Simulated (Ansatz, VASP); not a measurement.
## One calculation of TaN, two programs

```
Ta N
1.0
     2.95572    0.00000    0.00000
    -1.47786    2.55973    0.00000
     0.00000    0.00000    2.90401
Ta N
1 1
Direct
  0.33333 0.66667 0.50000
  0.00000 0.00000 0.00000
```

Alike in both runs: functional r2SCAN; k mesh 13 × 13 × 12; occupations fermi-dirac, width 0.1 eV; no spin polarisation.

Ansatz relaxed the structure, and its values are those at the end. VASP's run is a single point on that final structure, the one shown.

|  | VASP | Ansatz |
| --- | --- | --- |
| version | VASP 6.6.1 | Ansatz 0.2.0 |
| potentials or method | VASP PAW PBE potentials, release 64 (Ta_pv, N), cutoff 520 eV | PAW plane waves |
| valence electrons in the cell | 16 | 18 |

VASP gave:

```
pressure (GPa) : -5.4
```

Q: What did Ansatz give for the same quantities?

A: Pressure (GPa): -6.9.

VASP's potentials were made for PBE, not for r2SCAN. VASP's potentials hold 16 valence electrons a cell and Ansatz's 18, so a difference there can come from the potentials and not from the codes. Ansatz's warnings: stress scf threshold loose.

Neither program's run includes spin-orbit coupling.
